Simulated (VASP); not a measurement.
# Ca (P6_3/mmc) in VASP: further runs, part 2 of 2

VASP 6.6.1.

**5. Relaxation of cell and atoms, PBE, target pressure 21 GPa, at which the enthalpy is minimised**

This run uses another cell than the first one: it holds 4 atoms, not 2.

Input file INCAR:

```
PREC     = Accurate       # precision mode
ENCUT    = 600            # plane-wave cutoff, eV
EDIFF    = 1E-7           # SCF threshold, eV
ISMEAR   = -1             # smearing method
SIGMA    = 0.05           # smearing width, eV
LREAL    = False          # projectors in reciprocal space
LASPH    = True           # aspherical terms in the spheres
NELM     = 100            # most SCF steps
ALGO     = Normal         # electronic algorithm
ISIF     = 3              # what is computed and relaxed
LWAVE    = False          # write WAVECAR
LCHARG   = False          # write CHGCAR
GGA      = PE             # functional
IBRION   = 2              # ionic algorithm
NSW      = 60             # ionic steps
EDIFFG   = -0.005         # ionic threshold
PSTRESS  = 210.0
```

Input file KPOINTS:

```
regular mesh
0
Gamma
  11 11 3
```

Input file POSCAR:

```
Ca
1.0
    3.2841475321      0.0000000000      0.0000000000
   -1.6420737661      2.8441551926      0.0000000000
    0.0000000000      0.0000000000     10.6734794794
Ca
4
Direct
    0.0000000000      0.0000000000      0.0000000000
    0.0000000000      0.0000000000      0.5000000000
    0.3333333333      0.6666666667      0.2500000000
    0.6666666667      0.3333333333      0.7500000000
```

Potentials or basis: VASP PAW PBE potentials, release 64 (Ca_sv).

Launch:

```sh
> cat potpaw_PBE.64/Ca_sv/POTCAR > POTCAR
> mpirun -np 1 vasp_std > vasp.out
```

OUTCAR:

```text
PREC = Accurate
   ENCUT = 600
   EDIFF = 1E-7
   ISMEAR = -1
   LREAL = False
   LASPH = True
   NELM = 100
   ISIF = 3
   GGA = PE
   IBRION = 2
   NSW = 60
   EDIFFG = -0.005
   PSTRESS = 210.0

 ion  position               nearest neighbor table
   1  0.000  0.000  0.000-
   2  0.000  0.000  0.500-
   3  0.333  0.667  0.250-
   4  0.667  0.333  0.750-

  LATTYP: Found a hexagonal cell.
 ALAT       =     3.2841475321
 C/A-ratio  =     3.2500000000

  Lattice vectors:

 A1 = (   3.2841475321,   0.0000000000,   0.0000000000)
 A2 = (  -1.6420737661,   2.8441551926,   0.0000000000)
 A3 = (   0.0000000000,   0.0000000000,  10.6734794794)

Analysis of symmetry for initial positions (statically):
=====================================================================
 Subroutine PRICEL returns:
 Original cell was already a primitive cell.

[... 174 lines left out ...]
  free energy    TOTEN  =        -4.60792387 eV

  energy without entropy =       -4.58115435  energy(sigma->0) =       -4.59453911

------------------------ aborting loop because EDIFF is reached ----------------------------------------

  FORCE on cell =-STRESS in cart. coord.  units (eV):
  Direction    XX          YY          ZZ          XY          YZ          ZX
  --------------------------------------------------------------------------------------
  -------------------------------------------------------------------------------------
  Total       12.5507003     12.5507003     13.1177717     -0.0000000     -0.0000000      0.0000000
  in kB      201.6956692    201.6956692    210.8087742     -0.0000000     -0.0000000      0.0000000
  external PRESSURE =      -5.2666291 kB  Pullay stress =     210.0000000 kB
[... 147 lines left out ...]
--------------------------------------- Ionic step        5  -------------------------------------------

 number of electron      39.9999999 magnetization

 Free energy of the ion-electron system (eV)
  ---------------------------------------------------
  ext. energy  EPLUGINS =         0.00000000
  ---------------------------------------------------
  free energy    TOTEN  =        -4.50886599 eV

  energy without entropy =       -4.48037450  energy(sigma->0) =       -4.49462024

 E-fermi :   4.5806     XC(G=0):  -9.5973

 val. band max:        4.5502173550   @ k =   0.3636   0.0909   0.0000
 cond. band min:       4.6445089254   @ k =   0.2727  -0.0000   0.0000
 fundamental gap:      0.0942915704
 Fermi energy:         4.5806355267

 k-point     1 :       0.0000    0.0000    0.0000
  band No.  band energies     occupation
      1     -36.4010      2.00000
      2     -36.3383      2.00000
      3     -36.3309      2.00000
      4     -36.2671      2.00000
      5     -17.8484      2.00000
      6     -17.4580      2.00000
[... 637 lines left out ...]
     23       5.9512      0.00000
     24       6.1598      0.00000

 [... further k-points ...]

------------------------ aborting loop because EDIFF is reached ----------------------------------------

  FORCE on cell =-STRESS in cart. coord.  units (eV):
  Direction    XX          YY          ZZ          XY          YZ          ZX
  --------------------------------------------------------------------------------------
  -------------------------------------------------------------------------------------
  Total       12.9648198     12.9648198     12.9619143     -0.0000000      0.0000000     -0.0000000
  in kB      210.0095629    210.0095629    209.9624985     -0.0000000      0.0000000     -0.0000000
  external PRESSURE =      -0.0061252 kB  Pullay stress =     210.0000000 kB
[... 23 lines left out ...]
  energy  without entropy=       -4.4803744953  energy(sigma->0) =       -4.49462024

  enthalpy is  TOTEN    =         8.4553634260 eV   P V=       12.9642294158

 reached required accuracy - stopping structural energy minimisation
```

OSZICAR:

```text
N       E                     dE             d eps       ncg     rms          rms(c)
DAV:   1     0.451821112079E+03    0.45182E+03   -0.22171E+04  1536   0.182E+03
[... 53 lines left out ...]
DAV:   1    -0.451037700928E+01   -0.15685E-01   -0.10968E-01  1536   0.276E+00    0.240E-01
DAV:   2    -0.450931187347E+01    0.10651E-02   -0.29073E-03  2016   0.448E-01    0.144E-01
DAV:   3    -0.450887274048E+01    0.43913E-03   -0.20936E-03  1984   0.345E-01    0.356E-02
DAV:   4    -0.450887120946E+01    0.15310E-05   -0.20398E-04  1984   0.982E-02    0.309E-02
DAV:   5    -0.450886811098E+01    0.30985E-05   -0.16163E-05  2008   0.382E-02    0.792E-03
DAV:   6    -0.450886374085E+01    0.43701E-05   -0.83322E-06  1872   0.271E-02    0.725E-03
DAV:   7    -0.450886605576E+01   -0.23149E-05   -0.13798E-06  1984   0.121E-02    0.196E-03
DAV:   8    -0.450886598983E+01    0.65928E-07   -0.55778E-08  1040   0.197E-03
   5 F= 0.84553634E+01 E0= 0.84696092E+01  d E =-.120711E-02
```

Wall time 3.7 min (1 thread of AMD EPYC 9R45 (Zen 5), shared host); peak memory 0.26 GiB.

What came out:

```
Free energy                                                : -4.5089 eV
Relaxed volume                                             : 24.73 Å³/atom
Relaxed cell                                               : a = 3.259 Å, b = 3.259 Å, c = 10.754 Å, α = 90.00°, β = 90.00°, γ = 120.00°
Space group after relaxing (to 0.1 Å)                      : P6_3/mmc (No. 194)
Energy change on relaxing (the run minimises the enthalpy) : +24.8 meV/atom
Ionic steps                                                : 5
Pressure after relaxing                                    : 21.0 GPa
Band gap on the k mesh                                     : zero (filled and empty bands overlap)
```

Step by step:
```
step  energy change (eV)  largest force (eV/Å)  pressure (GPa)  volume (Å³)
   1              0.0000                0.0000           20.47        99.70
   2              0.1516                0.0000           21.28        98.52
   3              0.1382                0.0000           21.21        98.62
   4              0.1132                0.0000           21.08        98.80
   5              0.0991                0.0000           21.00        98.91
```

Final structure:
```
Ca
1.0
     3.25891    0.00000    0.00000
    -1.62945    2.82230    0.00000
     0.00000    0.00000   10.75384
Ca
4
Direct
  0.00000 0.00000 0.00000
  0.00000 0.00000 0.50000
  0.33333 0.66667 0.25000
  0.66667 0.33333 0.75000
```

Caveat: the cell is relaxed towards a set pressure, so the run minimises the enthalpy, not the energy.

**6. The runs side by side**

```tsv
cell	k mesh	gap on the mesh (eV)	pressure (GPa)
relaxed to 21 GPa from a = 3.230, b = 3.230, c = 5.428 Å, angles 90.0, 90.0, 120.0°, 2 atoms, atomic positions A	13 × 13 × 7	none	21.0
relaxed to 21 GPa from a = 3.288, b = 3.288, c = 5.326 Å, angles 90.0, 90.0, 120.0°, 2 atoms, atomic positions A	13 × 13 × 7	none	21.0
relaxed to 21 GPa from a = 4.328, b = 4.328, c = 6.146 Å, angles 90.0, 90.0, 120.0°, 4 atoms, atomic positions B	8 × 8 × 5	none	21.0
relaxed to 21 GPa from a = 3.284, b = 3.284, c = 10.673 Å, angles 90.0, 90.0, 120.0°, 4 atoms, atomic positions B	11 × 11 × 3	none	21.0
```

Alike in all rows: task relaxation of cell and atoms; level PBE; potentials or basis VASP PAW PBE potentials, release 64 (Ca_sv); no spin polarisation; cutoff (eV) 600; smearing fermi-dirac 0.05 eV.

Caveats: the cell is relaxed towards a set pressure, so the run minimises the enthalpy, not the energy; a cell axis changed by over 15 % at a fixed basis, so the end point is rough (at least some runs).

Absolute energies hang on the potentials; compare differences alone.

The gap in the log of VASP goes by the Fermi energy; the results here count the filled bands.